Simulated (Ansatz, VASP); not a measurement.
**One calculation of W, two programs**

Contents of POSCAR:

```
W
1.0
    2.6571548570     -1.7561760909      0.0000000000
    2.6571548570      1.7561760909      0.0000000000
    0.0000000000      0.0000000000      7.1638799453
W
4
Direct
    0.8500000000      0.1500000000      0.1170000000
    0.6500000000      0.3500000000      0.6170000000
    0.1500000000      0.8500000000      0.8830000000
    0.3500000000      0.6500000000      0.3830000000
```

The input INCAR.step1:

```
SYSTEM = W
PREC = Accurate
ENCUT = 600
ISMEAR = 0
SIGMA = 0.1
LREAL = .False.
LASPH = .True.
NELM = 80
GGA = PE
ALGO = Normal
EDIFF = 1E-4
LWAVE = .True.
LCHARG = .False.
```

Contents of INCAR.step2:

```
SYSTEM = W
PREC = Accurate
ENCUT = 600
EDIFF = 1E-7
ISMEAR = 0
SIGMA = 0.1
LREAL = .False.
LASPH = .True.
NELM = 80
ALGO = Normal
ISIF = 3
LWAVE = .False.
LCHARG = .False.
METAGGA = R2SCAN
LMIXTAU = .True.
IBRION = 2
NSW = 90
EDIFFG = -0.04
ISTART = 1
```

File KPOINTS:

```
regular mesh
0
Gamma
  6 6 4
  0 0 0
```

Input for Ansatz:

```yaml
crystal:
  lattice:
    - [2.657154857, -1.7561760909, 0.0]
    - [2.657154857, 1.7561760909, 0.0]
    - [0.0, 0.0, 7.1638799453]
  atoms:
    - { symbol: W, position: [0.85, 0.15, 0.117] }
    - { symbol: W, position: [0.65, 0.35, 0.617] }
    - { symbol: W, position: [0.15, 0.85, 0.883] }
    - { symbol: W, position: [0.35, 0.65, 0.383] }
basis:
  ecutwfc: 500
kpoints:
  mp_grid: { grid: [6, 6, 4] }
hamiltonian:
  xc: r2scan
scf:
  occupations: { method: gaussian, width: 0.1 }
  lower_state_search: "off"
output:
  forces: true
  stress: true
  eigenvalues: true
relax:
  adjacent_minimum: "off"
  f_tol: 0.04
  max_steps: 70
  cell: { stress_tol: 0.4 }
```

Alike in both runs: task relaxation of cell and atoms; functional r2SCAN; k mesh 6 × 6 × 4; occupations gaussian, width 0.1 eV; no spin polarisation.

|  | VASP | Ansatz |
| --- | --- | --- |
| version | VASP 6.6.1 | Ansatz 0.2.0 |
| potentials or method | VASP PAW PBE potentials, release 64 (W_sv), cutoff 600 eV | scalar-relativistic, plane waves, PAW |
| valence electrons in the cell | 56 | 56 |

```csv
,VASP,Ansatz,Ansatz less VASP
"gap on the k mesh at the Fermi level, each at its own relaxed structure (eV)",none,none,-
relaxed volume (Å³/atom),15.91,15.85,-0.060
relaxed cell length with the largest relative difference (Å),2.731,2.727,-0.0045
```

VASP's potentials were made for PBE, not for r2SCAN. A gap of «none» marks a metal or a gap that the smearing closes.

Neither program's run includes spin-orbit coupling.
